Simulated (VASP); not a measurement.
Here is a VASP 6.6.1 calculation.

INCAR

```
PREC = Accurate ; ENCUT = 520
EDIFF = 1E-6 ; ISMEAR = 0
SIGMA = 0.05 ; LREAL = F
LASPH = T ; NELM = 60
ALGO = Normal ; ISIF = 2
LWAVE = F ; LCHARG = F
GGA = PE ; IVDW = 12
ISYM = 0 ; NBANDS = 26
```

KPOINTS

```
regular mesh
0
Gamma
  7 9 3
```

The input POSCAR:

```
BN
1.0
    1.2538424667     -3.3394821656      0.0000000000
    2.5076849335      0.0000000000      0.0000000000
    0.6269212334     -1.6697410828      8.6753276438
B N
4 4
Direct
   -0.4166767184      0.0000000000      0.8333534369
   -0.0416767184      0.5000000000      0.0833534369
   -0.1666767184      0.0000000000      0.3333534369
   -0.2916767184      0.5000000000      0.5833534369
   -0.0832982790      0.0000000000      0.1665965581
   -0.2082982790      0.5000000000      0.4165965581
   -0.3332982790      0.0000000000      0.6665965581
   -0.4582982790      0.5000000000      0.9165965581
```

Potentials or basis: VASP PAW PBE potentials, release 64 (B, N).

The run is started by

```sh
$ cat potpaw_PBE.64/B/POTCAR potpaw_PBE.64/N/POTCAR > POTCAR
$ mpirun -np 1 vasp_std > vasp.out
```

**Question.** Predict the band gap on the k mesh.

**Answer.** 2.43 eV (least direct gap 2.72 eV).

**Question.** What does it give for the dispersion energy per atom?

**Answer.** -0.149 eV.

**Question.** What does it give for the largest force?

**Answer.** 1.482 eV/Å.

Stress tensor (GPa, compression positive):
```
-2.55  8.86  0.00
 8.86 -9.67  0.00
 0.00  0.00 -2.66
```

Caveat: the cell differs from its parent crystal (the part above a cut slid along it); the stress differs along the axes, from -10 to -3 GPa; forces of over 1 eV/Å act on the atoms, so gaps and moduli don't describe the material at rest. A k mesh can miss the band edges.
